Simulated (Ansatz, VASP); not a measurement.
Bi2S in VASP and in Ansatz

```xyz
6
Lattice="5.2181 0.0000 0.0000 -2.6091 4.5190 0.0000 0.0000 0.0000 7.6003" Properties=species:S:1:pos:R:3 pbc="T T T"
Bi    0.0000    3.0127    6.3355
Bi    0.0000    3.0127    1.2649
Bi    2.6091    1.5063    1.2649
Bi    2.6091    1.5063    6.3355
S     0.0000    3.0127    3.8002
S     2.6091    1.5063    3.8002
```

Alike in both runs: task single point; functional PBE; k mesh 6 × 6 × 2; occupations gaussian, width 0.1 eV; no spin polarisation.

```csv
,VASP,Ansatz
version,VASP 6.6.1,Ansatz 0.2.0
potentials or method,"VASP PAW PBE potentials, release 64 (Bi_d, S), cutoff 520 eV","scalar-relativistic, plane waves, PAW"
valence electrons in the cell,72,72
```

```csv
,VASP,Ansatz,Ansatz less VASP
gap on the k mesh at the Fermi level (eV),none,none,-
pressure (GPa),20.7,20.8,+0.08
"traceless stress, the component that is largest in VASP (GPa)",27.99,28.05,+0.061
rms of the force components (eV/Å),2.864,2.854,-0.0102
```

Atom by atom the forces differ by 0.010 eV/Å (rms over components). A gap of «none» marks a metal or a gap that the smearing closes.

The k mesh is coarse, so the values compare programs but aren't converged. Neither program's run includes spin-orbit coupling.
